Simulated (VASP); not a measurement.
# Te (Pm-3m) in VASP: further runs

Runs on Te. Level: PBE. Tasks: single point.

All numbers are computed with VASP 6.6.1; they aren't measurements. Logs are shortened: lines on timing, memory, paths and dates and some standing lists are left out, and cuts for length are marked.

### Step 1. The cell of the first run

The structure is cubic, space group Pm-3m (No. 221). The conventional cell has a = 2.454 Å, b = 2.454 Å, c = 2.454 Å, α = 90.00°, β = 90.00°, γ = 90.00°. Te (site symmetry m-3m) has 6 Te at 2.45 Å within 3.2 Å.

### Step 2. Single point, PBE (volume scaled by 0.45)

INCAR reads:

```
ALGO = Normal ; EDIFF = 1E-7
ENCUT = 520 ; GGA = PE
ISIF = 2 ; ISMEAR = -1
LASPH = True ; LCHARG = False
LREAL = False ; LWAVE = False
NBANDS = 9 ; NELM = 60
PREC = Accurate ; SIGMA = 0.08
```

KPOINTS reads:

```
k-points
0
Gamma
  12 12 12
```

POSCAR reads:

```
Te
1.0
    2.4540720286      0.0000000000      0.0000000000
    0.0000000000      2.4540720286      0.0000000000
    0.0000000000      0.0000000000      2.4540720286
Te
1
Direct
    0.0000000000      0.0000000000      0.0000000000
```

Potentials or basis: VASP PAW PBE potentials, release 64 (Te).

Launch:

```
$ cat potpaw_PBE.64/Te/POTCAR > POTCAR
$ mpirun -np 1 vasp_std > vasp.out
```

OUTCAR:

```text
EDIFF = 1E-7
   ENCUT = 520
   GGA = PE
   ISIF = 2
   ISMEAR = -1
   LASPH = True
   LREAL = False
   NELM = 60
   PREC = Accurate

 ion  position               nearest neighbor table
   1  0.000  0.000  0.000-

  LATTYP: Found a simple cubic cell.
 ALAT       =     2.4540720286

  Lattice vectors:

 A1 = (   2.4540720286,   0.0000000000,   0.0000000000)
 A2 = (   0.0000000000,   2.4540720286,   0.0000000000)
 A3 = (   0.0000000000,   0.0000000000,   2.4540720286)

Analysis of symmetry for initial positions (statically):
=====================================================================
 Subroutine PRICEL returns:
 Original cell was already a primitive cell.

 Routine SETGRP: Setting up the symmetry group for a
 simple cubic supercell.

 Subroutine GETGRP returns: Found 48 space group operations
 (whereof 48 operations were pure point group operations)
 out of a pool of 48 trial point group operations.

The static configuration has the point symmetry O_h .

Analysis of symmetry for dynamics (positions and initial velocities):
=====================================================================
 Subroutine PRICEL returns:
 Original cell was already a primitive cell.

 Routine SETGRP: Setting up the symmetry group for a
 simple cubic supercell.

 Subroutine GETGRP returns: Found 48 space group operations
 (whereof 48 operations were pure point group operations)
 out of a pool of 48 trial point group operations.

The dynamic configuration has the point symmetry O_h .

 Subroutine INISYM returns: Found 48 space group operations
 (whereof 48 operations are pure point group operations),
 and found     1 'primitive' translations

----------------------------------------------------------------------------------------

                                     Primitive cell

  volume of cell :      14.7796

  direct lattice vectors                    reciprocal lattice vectors
     2.454072029  0.000000000  0.000000000     0.407486002  0.000000000  0.000000000
     0.000000000  2.454072029  0.000000000     0.000000000  0.407486002  0.000000000
     0.000000000  0.000000000  2.454072029     0.000000000  0.000000000  0.407486002

  length of vectors
     2.454072029  2.454072029  2.454072029     0.407486002  0.407486002  0.407486002

  position of ions in fractional coordinates (direct lattice)
     0.000000000  0.000000000  0.000000000

  ion indices of the primitive-cell ions
   primitive index   ion index
[... 69 lines left out ...]
   LSORBIT =      F    spin-orbit coupling
   LASPH  =      T    aspherical Exc in radial PAW
   ENCUT  =  520.0 eV  38.22 Ry    6.18 a.u.   4.56  4.56  4.56*2*pi/ulx,y,z
   NELM   =     60;   NELMIN=  2; NELMDL= -5     # of ELM steps
   EDIFF  = 0.1E-06   stopping-criterion for ELM
   LREAL  =      F    real-space projection
   EDIFFG = 0.1E-05   stopping-criterion for IOM
   NSW    =      0    number of steps for IOM
   IBRION =     -1    ionic relax: 0-MD 1-quasi-New 2-CG
   NFREE  =      0    steps in history (QN), initial steepest desc. (CG)
   ISIF   =      2    stress and relaxation
   ISYM   =      2    0-nonsym 1-usesym 2-fastsym
   POTIM  = 0.5000    time-step for ionic-motion
   TEBEG  =    0.0;   TEEND  =   0.0 temperature during run
   PSTRESS=    0.0 pullay stress
   NELECT =       6.0000    total number of electrons
   NUPDOWN=      -1.0000    fix difference up-down
   EMIN   =  10.00;   EMAX   =-10.00  energy-range for DOS
   EFERMI =   0.00;   METHOD = LEGACY
   ISMEAR =    -1;   SIGMA  =   0.08  broadening in eV -4-tet -1-fermi 0-gaus
   EFERMI_NEDOS =   21; number of points for ismear=-14 and -15
   IALGO  =     38    algorithm
   IMIX   =      4    mixing-type and parameters
     AMIX     =   0.40;   BMIX     =  1.00
     AMIX_MAG =   1.60;   BMIX_MAG =  1.00
  volume/ion in A,a.u.               =      14.78        99.74
  Fermi-wavevector in a.u.,A,eV,Ry     =   1.212192  2.290710 19.992517  1.469409
  Thomas-Fermi vector in A             =   2.347683
   LORBIT       =      0    0 simple, 1 ext, 2 COOP (PROOUT), +10 PAW based schemes
   GGA     = PE    functional components
   LHFCALC =     F    Hartree Fock is set to
   AEXX    =    0.0000 exact exchange contribution
   IVDW    =     0    specifies the selected vdW correction
   LEPSILON=     F    determine dielectric tensor
   LRPA    =     F    only Hartree local field effects (RPA)
 non-spin polarized calculation
  energy-cutoff  :      520.00
  volume of cell :       14.78
 maximum number of plane-waves:       432
   NGX =  9   NGY =  9   NGZ =  9

 number of electron       6.0000000 magnetization

 Free energy of the ion-electron system (eV)
  ---------------------------------------------------
  ext. energy  EPLUGINS =         0.00000000
  ---------------------------------------------------
  free energy    TOTEN  =         3.07785251 eV

  energy without entropy =        3.08473669  energy(sigma->0) =        3.08129460

 E-fermi :  20.9725     XC(G=0): -13.1210

 val. band max:       20.9653849638   @ k =   0.0833   0.0833   0.0833
 cond. band min:      21.1103605311   @ k =   0.2500   0.2500   0.1667
 fundamental gap:      0.1449755673
 Fermi energy:        20.9725376385

 k-point     1 :       0.0000    0.0000    0.0000
  band No.  band energies     occupation
      1      -1.9007      2.00000
      2      23.0844      0.00000
      3      23.0844      0.00000
      4      23.0844      0.00000
      5      26.7444      0.00000
      6      26.7444      0.00000
      7      31.9742      0.00000
      8      41.4455      0.00000
      9      41.4455      0.00000
[... 265 lines left out ...]
 k-point    24 :       0.4167    0.3333    0.0000
  band No.  band energies     occupation
      1       5.4799      2.00000
      2      10.7236      2.00000
      3      15.3134      2.00000
      4      21.5239      0.00203
      5      30.8017      0.00000
      6      31.8558      0.00000
      7      34.1140      0.00000
      8      35.9816      0.00000
      9      38.9326      0.00000

 [... further k-points ...]
[... 5 lines left out ...]
  --------------------------------------------------------------------------------------
  -------------------------------------------------------------------------------------
  Total       20.0672496     20.0672496     20.0672496      0.0000000      0.0000000      0.0000000
  in kB     2175.3869494   2175.3869494   2175.3869494      0.0000000      0.0000000      0.0000000
  external PRESSURE =    2175.3869494 kB  Pullay stress =       0.0000000 kB

 VOLUME and BASIS-vectors are now :
 -----------------------------------------------------------------------------
  energy-cutoff  :      520.00
  volume of cell :       14.78
      direct lattice vectors                 reciprocal lattice vectors
     2.454072029  0.000000000  0.000000000     0.407486002  0.000000000  0.000000000
     0.000000000  2.454072029  0.000000000     0.000000000  0.407486002  0.000000000
     0.000000000  0.000000000  2.454072029     0.000000000  0.000000000  0.407486002

 POSITION                                       TOTAL-FORCE (eV/Angst)
 -----------------------------------------------------------------------------------
      0.00000      0.00000      0.00000         0.000000      0.000000      0.000000
 -----------------------------------------------------------------------------------
    total drift:                                0.000000      0.000000      0.000000

  FREE ENERGIE OF THE ION-ELECTRON SYSTEM (eV)
  ---------------------------------------------------
  free  energy   TOTEN  =         3.0778525075 eV

  energy  without entropy=        3.0847366892  energy(sigma->0) =        3.08129460
```

It took 6.9 s on 1 thread of Intel Xeon Platinum 8488C (Sapphire Rapids), shared host; peak memory 0.13 GiB.

Results:

- Free energy: 3.0779 eV
- Pressure: 217.5 GPa
- Band gap on the k mesh: zero (band 3 reaches 27.93 eV, above the bottom of band 4 at 18.06 eV)

Caveat: spin-orbit coupling is left out, which moves the levels of the heavy elements.

### Step 3. Single point, PBE (volume scaled by 0.45)

INCAR reads:

```
SYSTEM = Te
PREC = Accurate
ENCUT = 520
EDIFF = 1E-6
ISMEAR = -1
SIGMA = 0.08
LREAL = .FALSE.
LASPH = .TRUE.
NELM = 100
ALGO = Normal
ISIF = 2
LWAVE = .FALSE.
LCHARG = .TRUE.
GGA = PE
LELF = .TRUE.
LVHAR = .TRUE.
NBANDS = 9
```

KPOINTS reads:

```
regular mesh
0
G
  12 12 12
  0 0 0
```

POSCAR is that of step 2.

Potentials or basis: VASP PAW PBE potentials, release 64 (Te).

Launch:

```
$ cat potpaw_PBE.64/Te/POTCAR > POTCAR
$ mpirun -np 1 vasp_std > vasp.out
```

It took 5.5 s on 1 thread of Intel Xeon Platinum 8488C (Sapphire Rapids), shared host; peak memory 0.12 GiB.

It converged, with:

```
Free energy            : 3.0778 eV
Pressure               : 217.5 GPa
Band gap on the k mesh : zero (band 3 reaches 27.93 eV, above the bottom of band 4 at 18.07 eV)
```

Levels at points of the mesh, in eV from the Fermi level:
| k point | band 1 | band 2 | band 3 | band 4 | band 5 | band 6 |
| --- | --- | --- | --- | --- | --- | --- |
| (0.00, 0.00, 0.00) | -22.87 | 2.11 | 2.11 | 2.11 | 5.77 | 5.77 |
| (0.50, 0.00, 0.00) | -17.30 | -14.23 | 6.96 | 6.96 | 9.09 | 9.57 |
| (0.50, 0.50, 0.00) | -10.89 | -10.21 | -10.21 | -2.91 | 12.64 | 12.64 |
| (0.50, 0.50, 0.50) | -6.21 | -6.21 | -6.21 | -2.45 | 1.68 | 1.68 |

Caveat: spin-orbit coupling is left out, which moves the levels of the heavy elements.

### Step 4. Single point, PBE (volume scaled by 0.52)

INCAR reads:

```
SYSTEM = Te
PREC     = Accurate       ! precision mode
ENCUT    = 520            ! plane-wave cutoff, eV
EDIFF    = 1E-6           ! SCF threshold, eV
ISMEAR   = -1             ! smearing method
SIGMA    = 0.08           ! smearing width, eV
LREAL    = .FALSE.        ! projectors in reciprocal space
LASPH    = .TRUE.         ! aspherical terms in the spheres
NELM     = 100            ! most SCF steps
ALGO     = Normal         ! electronic algorithm
ISIF     = 2              ! what is computed and relaxed
LWAVE    = .FALSE.        ! write WAVECAR
LCHARG   = .FALSE.        ! write CHGCAR
GGA      = PE             ! functional
NBANDS   = 9              ! bands
```

KPOINTS is that of step 3.

POSCAR reads:

```
Te
1.0
    2.5752392445      0.0000000000      0.0000000000
    0.0000000000      2.5752392445      0.0000000000
    0.0000000000      0.0000000000      2.5752392445
Te
1
Direct
    0.0000000000      0.0000000000      0.0000000000
```

Launch:

```
$ cat potpaw_PBE.64/Te/POTCAR > POTCAR
$ mpirun -np 1 vasp_std > vasp.out
```

Run time: 11 s. Hardware: 1 thread of Intel Xeon Platinum 8488C (Sapphire Rapids), shared host; peak memory 0.13 GiB.

Results (log left out):

* Free energy: 0.6365 eV
* Pressure: 131.6 GPa
* Band gap on the k mesh: zero (band 3 reaches 23.56 eV, above the bottom of band 4 at 13.36 eV)

Levels at points of the mesh, in eV from the Fermi level:
```tsv
k point	band 1	band 2	band 3	band 4	band 5	band 6
(0.00, 0.00, 0.00)	-20.84	1.82	1.82	1.82	5.48	5.48
(0.50, 0.00, 0.00)	-16.23	-12.55	5.81	5.81	8.82	9.62
(0.50, 0.50, 0.00)	-11.00	-9.11	-9.11	-2.04	10.66	12.65
(0.50, 0.50, 0.50)	-5.75	-5.75	-5.75	-4.39	2.01	2.01
```

Caveat: spin-orbit coupling is left out, which moves the levels of the heavy elements.
